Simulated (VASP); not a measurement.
# Sr (P-62m) in VASP: settings compared

Sr is run at these levels: LDA, BLYP; tasks: single point.

Program: VASP 6.6.1. These are calculated values, not measurements. Logs are shortened: lines on timing, memory, paths and dates and some standing lists are left out, and cuts for length are marked.

## 1. The cell of the first run

It takes space group P-62m (No. 189, hexagonal). Conventional cell: a = 7.066 Å, b = 7.066 Å, c = 3.817 Å, α = 90.00°, β = 90.00°, γ = 120.00°. Sr (site symmetry m2m) has 8 Sr at 3.82 to 4.09 Å within 5.0 Å.

This isn't the form of Sr at room conditions, which is fcc.

## 2. Single point, LDA

INCAR

```
SYSTEM = Sr
PREC = Accurate
ENCUT = 520
EDIFF = 1E-6
ISMEAR = -1
SIGMA = 0.01
LREAL = .FALSE.
LASPH = .TRUE.
NELM = 80
ALGO = Normal
ISIF = 2
LWAVE = .FALSE.
LCHARG = .TRUE.
LELF = .TRUE.
LVHAR = .TRUE.
NBANDS = 22
```

KPOINTS

```
regular mesh
0
G
  2 2 4
  0 0 0
```

POSCAR

```
Sr
1.0
    7.0659520000      0.0000000000      0.0000000000
   -3.5329760000      6.1192939339      0.0000000000
    0.0000000000      0.0000000000      3.8166330000
Sr
3
Direct
    0.0000000000      0.6657830000      0.0000000000
    0.3342170000      0.3342170000      0.0000000000
    0.6657830000      0.0000000000      0.0000000000
```

Potentials or basis: VASP PAW LDA potentials, release 64 (Sr_sv).

On the command line:

```
> cat potpaw_LDA.64/Sr_sv/POTCAR > POTCAR
> mpirun -np 1 vasp_std > vasp.out
```

OUTCAR:

```text
SYSTEM = Sr
   PREC = Accurate
   ENCUT = 520
   EDIFF = 1E-6
   ISMEAR = -1
   LREAL = .FALSE.
   LASPH = .TRUE.
   NELM = 80
   ISIF = 2

 ion  position               nearest neighbor table
   1  0.000  0.666  0.000-   3 4.07   3 4.07   2 4.07   2 4.07   2 4.09   3 4.09
   2  0.334  0.334  0.000-   3 4.07   3 4.07   1 4.07   1 4.07   1 4.09   3 4.09
   3  0.666  0.000  0.000-   1 4.07   2 4.07   2 4.07   1 4.07   1 4.09   2 4.09

  LATTYP: Found a hexagonal cell.
 ALAT       =     7.0659520000
 C/A-ratio  =     0.5401442014

  Lattice vectors:

 A1 = (   7.0659520000,   0.0000000000,   0.0000000000)
 A2 = (  -3.5329760000,   6.1192939339,   0.0000000000)
 A3 = (   0.0000000000,   0.0000000000,   3.8166330000)

Analysis of symmetry for initial positions (statically):
=====================================================================
 Subroutine PRICEL returns:
 Original cell was already a primitive cell.

 Routine SETGRP: Setting up the symmetry group for a
 hexagonal supercell.

 Subroutine GETGRP returns: Found 12 space group operations
 (whereof 12 operations were pure point group operations)
 out of a pool of 24 trial point group operations.

The static configuration has the point symmetry D_3h.

Analysis of symmetry for dynamics (positions and initial velocities):
=====================================================================
 Subroutine PRICEL returns:
 Original cell was already a primitive cell.

 Routine SETGRP: Setting up the symmetry group for a
 hexagonal supercell.

 Subroutine GETGRP returns: Found 12 space group operations
 (whereof 12 operations were pure point group operations)
 out of a pool of 24 trial point group operations.

The dynamic configuration has the point symmetry D_3h.

 Subroutine INISYM returns: Found 12 space group operations
 (whereof 12 operations are pure point group operations),
 and found     1 'primitive' translations

----------------------------------------------------------------------------------------

                                     Primitive cell

  volume of cell :     165.0260

  direct lattice vectors                    reciprocal lattice vectors
     7.065952000  0.000000000  0.000000000     0.141523747  0.081708773  0.000000000
[... 64 lines left out ...]
   LNONCOLLINEAR =      F non collinear calculations
   LSORBIT =      F    spin-orbit coupling
   LASPH  =      T    aspherical Exc in radial PAW
   ENCUT  =  520.0 eV  38.22 Ry    6.18 a.u.  13.14 13.14  7.10*2*pi/ulx,y,z
   NELM   =     80;   NELMIN=  2; NELMDL= -5     # of ELM steps
   EDIFF  = 0.1E-05   stopping-criterion for ELM
   LREAL  =      F    real-space projection
   EDIFFG = 0.1E-04   stopping-criterion for IOM
   NSW    =      0    number of steps for IOM
   IBRION =     -1    ionic relax: 0-MD 1-quasi-New 2-CG
   NFREE  =      0    steps in history (QN), initial steepest desc. (CG)
   ISIF   =      2    stress and relaxation
   ISYM   =      2    0-nonsym 1-usesym 2-fastsym
   POTIM  = 0.5000    time-step for ionic-motion
   TEBEG  =    0.0;   TEEND  =   0.0 temperature during run
   PSTRESS=    0.0 pullay stress
   NELECT =      30.0000    total number of electrons
   NUPDOWN=      -1.0000    fix difference up-down
   EMIN   =  10.00;   EMAX   =-10.00  energy-range for DOS
   EFERMI =   0.00;   METHOD = LEGACY
   ISMEAR =    -1;   SIGMA  =   0.01  broadening in eV -4-tet -1-fermi 0-gaus
   EFERMI_NEDOS =   21; number of points for ismear=-14 and -15
   IALGO  =     38    algorithm
   IMIX   =      4    mixing-type and parameters
     AMIX     =   0.40;   BMIX     =  1.00
     AMIX_MAG =   1.60;   BMIX_MAG =  1.00
  volume/ion in A,a.u.               =      55.01       371.22
  Fermi-wavevector in a.u.,A,eV,Ry     =   0.927394  1.752521 11.701831  0.860060
  Thomas-Fermi vector in A             =   2.053459
   LORBIT       =      0    0 simple, 1 ext, 2 COOP (PROOUT), +10 PAW based schemes
   GGA     = CA    functional components
   LHFCALC =     F    Hartree Fock is set to
   AEXX    =    0.0000 exact exchange contribution
   IVDW    =     0    specifies the selected vdW correction
   LEPSILON=     F    determine dielectric tensor
   LRPA    =     F    only Hartree local field effects (RPA)
 non-spin polarized calculation
  energy-cutoff  :      520.00
  volume of cell :      165.03
 maximum number of plane-waves:      4460
 NGX is ok and might be reduce to    54
   NGX = 27   NGY = 27   NGZ = 15

 number of electron      30.0000001 magnetization

 Free energy of the ion-electron system (eV)
  ---------------------------------------------------
  ext. energy  EPLUGINS =         0.00000000
  ---------------------------------------------------
  free energy    TOTEN  =        -4.69294233 eV

  energy without entropy =       -4.68660192  energy(sigma->0) =       -4.68977212

 E-fermi :   1.2876     XC(G=0):  -7.5433

 val. band max:        1.2637432033   @ k =   0.5000   0.0000   0.2500
 cond. band min:       1.2961220652   @ k =   0.5000   0.0000   0.5000
 fundamental gap:      0.0323788619
 Fermi energy:         1.2876279318

 k-point     1 :       0.0000    0.0000    0.0000
  band No.  band energies     occupation
      1     -35.1933      2.00000
      2     -35.1733      2.00000
      3     -35.1733      2.00000
      4     -17.3318      2.00000
      5     -17.3305      2.00000
      6     -17.3305      2.00000
[... 139 lines left out ...]
     21       3.6821      0.00000
     22       3.7179      0.00000

------------------------ aborting loop because EDIFF is reached ----------------------------------------

  FORCE on cell =-STRESS in cart. coord.  units (eV):
  Direction    XX          YY          ZZ          XY          YZ          ZX
  --------------------------------------------------------------------------------------
  -------------------------------------------------------------------------------------
  Total       -2.3438456     -2.3438456     -0.3812713      0.0000000     -0.0000000      0.0000000
  in kB      -22.7555424    -22.7555424     -3.7016240      0.0000000     -0.0000000      0.0000000
  external PRESSURE =     -16.4042362 kB  Pullay stress =       0.0000000 kB

 VOLUME and BASIS-vectors are now :
 -----------------------------------------------------------------------------
  energy-cutoff  :      520.00
  volume of cell :      165.03
      direct lattice vectors                 reciprocal lattice vectors
     7.065952000  0.000000000  0.000000000     0.141523747  0.081708773  0.000000000
    -3.532976000  6.119293934  0.000000000     0.000000000  0.163417546  0.000000000
     0.000000000  0.000000000  3.816633000     0.000000000  0.000000000  0.262011045

 POSITION                                       TOTAL-FORCE (eV/Angst)
 -----------------------------------------------------------------------------------
     -2.35220      4.07412      0.00000        -0.002430      0.004208      0.000000
      1.18078      2.04517      0.00000        -0.002430     -0.004208      0.000000
      4.70439      0.00000      0.00000         0.004859      0.000000     -0.000000
 -----------------------------------------------------------------------------------
    total drift:                                0.000000      0.000000     -0.000000

  FREE ENERGIE OF THE ION-ELECTRON SYSTEM (eV)
  ---------------------------------------------------
  free  energy   TOTEN  =        -4.6929423301 eV

  energy  without entropy=       -4.6866019178  energy(sigma->0) =       -4.68977212
```

OSZICAR:

```text
N       E                     dE             d eps       ncg     rms          rms(c)
DAV:   1     0.176615442377E+03    0.17662E+03   -0.13900E+04   264   0.116E+03
DAV:   2     0.898705146129E+01   -0.16763E+03   -0.16338E+03   322   0.272E+02
DAV:   3    -0.419581916662E+01   -0.13183E+02   -0.12882E+02   480   0.534E+01
DAV:   4    -0.469377071790E+01   -0.49795E+00   -0.49676E+00   376   0.969E+00
DAV:   5    -0.471112997480E+01   -0.17359E-01   -0.17356E-01   396   0.163E+00    0.191E+01
DAV:   6    -0.470112655651E+01    0.10003E-01   -0.24710E-02   368   0.157E+00    0.107E+01
DAV:   7    -0.469291741198E+01    0.82091E-02   -0.41911E-02   368   0.193E+00    0.503E-01
DAV:   8    -0.469284470952E+01    0.72702E-04   -0.48737E-03   436   0.329E-01    0.147E-01
DAV:   9    -0.469292722218E+01   -0.82513E-04   -0.16883E-04   378   0.710E-02    0.629E-02
DAV:  10    -0.469294328493E+01   -0.16063E-04   -0.30028E-05   374   0.306E-02    0.180E-02
DAV:  11    -0.469294233007E+01    0.95486E-06   -0.92138E-07   226   0.801E-03
   1 F= -.46929423E+01 E0= -.46897721E+01  d E =-.634041E-02
```

stdout:

```text
POSCAR found type information on POSCAR Sr
 POSCAR found :  1 types and       3 ions
 scaLAPACK will be used
 LDA part: xc-table for (Slater(with rela. corr.)+CA(PZ))
 , standard interpolation
 POSCAR, INCAR and KPOINTS ok, starting setup
 FFT: planning ... GRIDC
 FFT: planning ... GRID_SOFT
 FFT: planning ... GRID
 WAVECAR not read
 entering main loop
```

Wall time 43 s (1 thread of AMD EPYC 7R13, shared host); peak memory 0.18 GiB.

Results:

```
Free energy            : -4.6929 eV
Pressure               : -1.6 GPa
Largest force          : 0.005 eV/Å
Band gap on the k mesh : zero (bands 15 and 16 overlap by 0.51 eV)
```

Forces on the atoms (eV/Å):
```
Sr  -0.002  0.004  0.000
Sr  -0.002 -0.004  0.000
Sr   0.005  0.000  0.000
```

Caveat: the k points lie up to 0.51 Å⁻¹ apart, too coarse for converged energies and pressures of a metal.

## 3. Single point, BLYP

INCAR

```
AGGAC = 1.0
AGGAX = 1.0
ALDAC = 0.0
ALDAX = 1.0
ALGO = Normal
EDIFF = 1E-7
ENCUT = 520
GGA = B5
ISIF = 2
ISMEAR = -1
LASPH = T
LCHARG = F
LREAL = F
LWAVE = F
NBANDS = 22
NELM = 100
PREC = Accurate
SIGMA = 0.01
```

KPOINTS

```
k-points
0
Gamma
  2 2 4
```

POSCAR is that of step 2.

Potentials or basis: VASP PAW PBE potentials, release 64 (Sr_sv).

On the command line:

```
> cat potpaw_PBE.64/Sr_sv/POTCAR > POTCAR
> mpirun -np 1 vasp_std > vasp.out
```

Wall time 93 s (1 thread of AMD EPYC 7R13, shared host); peak memory 0.22 GiB.

It converged, with:

```
Free energy            : -1.9169 eV
Pressure               : -0.1 GPa
Largest force          : 0.006 eV/Å
Band gap on the k mesh : zero (bands 15 and 16 overlap by 0.47 eV)
```

Forces in eV/Å, atoms in the order of the input:
```
Sr  -0.003  0.005  0.000
Sr  -0.003 -0.005  0.000
Sr   0.006  0.000  0.000
```

Stress tensor (GPa, compression positive):
```
-0.63  0.00  0.00
 0.00 -0.63  0.00
 0.00  0.00  0.85
```

Levels at points of the mesh, in eV from the Fermi level:
```
           k point  band 11  band 12  band 13  band 14  band 15  band 16  band 17  band 18
(0.00, 0.00, 0.00)   -18.67   -18.67    -3.50     0.15     0.16     0.16     0.16     0.22
(0.50, 0.00, 0.00)   -18.68   -18.67    -2.28    -2.28    -1.07     0.21     0.87     0.89
(0.00, 0.00, 0.50)   -18.70   -18.70    -1.36    -0.12     0.38     0.39     0.39     0.40
(0.50, 0.00, 0.50)   -18.74   -18.74    -0.40    -0.29    -0.28     0.01     0.02     0.42
```

Caveat: the k points lie up to 0.51 Å⁻¹ apart; the PAW data sets were made with another functional, which shifts forces and pressure a little.
